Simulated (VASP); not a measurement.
Wanted: the native input for a VASP 6.6.1 run.

- Task: single point
- Functional: r2SCAN
- Potentials or basis: VASP PAW PBE potentials, release 64 (Ca_sv, O)
- Cutoff: 520 eV
- k mesh: 8 × 8 × 8
- Occupations: gaussian, width 0.01 eV
- Spin: no spin polarisation
- Dipole correction: no
- Further INCAR settings: ALGO = Normal; EDIFF = 1e-07; NBANDS = 15

Crystal: CaO.

```
Ca O
1.0
     2.97231    0.00000    0.00000
     0.00000    2.97231    0.00000
     0.00000    0.00000    2.90321
Ca O
1 1
Direct
  0.00000 0.00000 0.00000
  0.50000 0.50000 0.50000
```

This cell differs from its parent crystal: biaxial xy strain +2.4%.

One way to write it, as run:

POSCAR

```
CaO
1.0
    2.9723053381      0.0000000000      0.0000000000
    0.0000000000      2.9723053381      0.0000000000
    0.0000000000      0.0000000000      2.9032089648
Ca O
1 1
Direct
    0.0000000000      0.0000000000      0.0000000000
    0.5000000000      0.5000000000      0.5000000000
```

INCAR.step1

```
SYSTEM = CaO
PREC = Accurate ; ENCUT = 520
ISMEAR = 0 ; SIGMA = 0.01
LREAL = .FALSE. ; LASPH = .TRUE.
NELM = 100 ; NBANDS = 15
GGA = PE ; ALGO = Normal
EDIFF = 1E-4 ; LWAVE = .TRUE.
LCHARG = .FALSE.
```

INCAR.step2

```
SYSTEM = CaO
PREC = Accurate ; ENCUT = 520
EDIFF = 1E-7 ; ISMEAR = 0
SIGMA = 0.01 ; LREAL = .FALSE.
LASPH = .TRUE. ; NELM = 100
ALGO = Normal ; ISIF = 2
LWAVE = .FALSE. ; LCHARG = .TRUE.
METAGGA = R2SCAN ; LMIXTAU = .TRUE.
LELF = .TRUE. ; LVHAR = .TRUE.
NBANDS = 15 ; ISTART = 1
```

KPOINTS

```
regular mesh
0
G
  8 8 8
  0 0 0
```

Potentials or basis: VASP PAW PBE potentials, release 64 (Ca_sv, O).

Command:

```bash
$ cat potpaw_PBE.64/Ca_sv/POTCAR potpaw_PBE.64/O/POTCAR > POTCAR
$ cp INCAR.step1 INCAR
$ mpirun -np 1 vasp_std > vasp.out
$ cp INCAR.step2 INCAR
$ mpirun -np 1 vasp_std > vasp.out
```

It gave:

```yaml
Pressure: -4.3 GPa
Band_gap_on_the_k_mesh: 3.14 eV (least direct gap 3.43 eV)
```

Caveat: the cell differs from its parent crystal (biaxial xy strain +2.4%); the cell stands under tension; the PAW data sets were made with another functional, which shifts forces and pressure a little.

Run time: 3.9 min on 1 thread of AMD EPYC 7571, on a shared host, peak memory 0.13 GiB.
